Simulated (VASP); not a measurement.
P:

```
P
1.0
     1.72573    0.99635    3.12968
    -1.72573    0.99635    3.12968
     0.00000   -1.99270    3.12968
P
2
Direct
  0.77292 0.77292 0.77292
  0.22708 0.22708 0.22708
```

| Quantity | Value |
| --- | --- |
| Program | VASP 6.6.1 |
| Task | relaxation of cell and atoms |
| Functional | PBEsol |
| Potentials or basis | VASP PAW PBE potentials, release 64 (P) |
| Cutoff | 600 eV |
| k mesh | 9 × 9 × 9 |
| Occupations | fermi-dirac, width 0.05 eV |
| Spin | no spin polarisation |

At the start: pressure -1.8 GPa; volume 16.14 Å³/atom.

Task: How do energy, volume and symmetry change on relaxing?

Result: Over 9 steps the energy falls by 13.4 meV/atom and the volume is 15.09 Å³/atom (-6.5 %); space group R-3m (No. 166, to 0.1 Å) before and after.

The path:
```
step  energy change (eV)  largest force (eV/Å)  pressure (GPa)  volume (Å³)
   1              0.0000                0.2415           -1.77        32.29
   2             -0.0124                0.2236           -0.23        31.46
   3             -0.0165                0.2127            1.12        30.76
   4             -0.0235                0.0126           -0.55        30.82
   5             -0.0236                0.0532           -0.90        30.83
   6             -0.0264                0.0078           -0.41        30.40
   7             -0.0267                0.0001           -0.11        30.23
   8             -0.0267                0.0002           -0.09        30.22
   9             -0.0267                0.0075            0.06        30.18
```

Final structure:
```xyz
2
Lattice="1.7176 0.9917 2.9532 -1.7176 0.9917 2.9532 0.0000 -1.9833 2.9532" Properties=species:S:1:pos:R:3 pbc="T T T"
P     0.0000    0.0000    6.7947
P     0.0000    0.0000    2.0648
```

Caveat: the PAW data sets were made with another functional, which shifts forces and pressure a little.
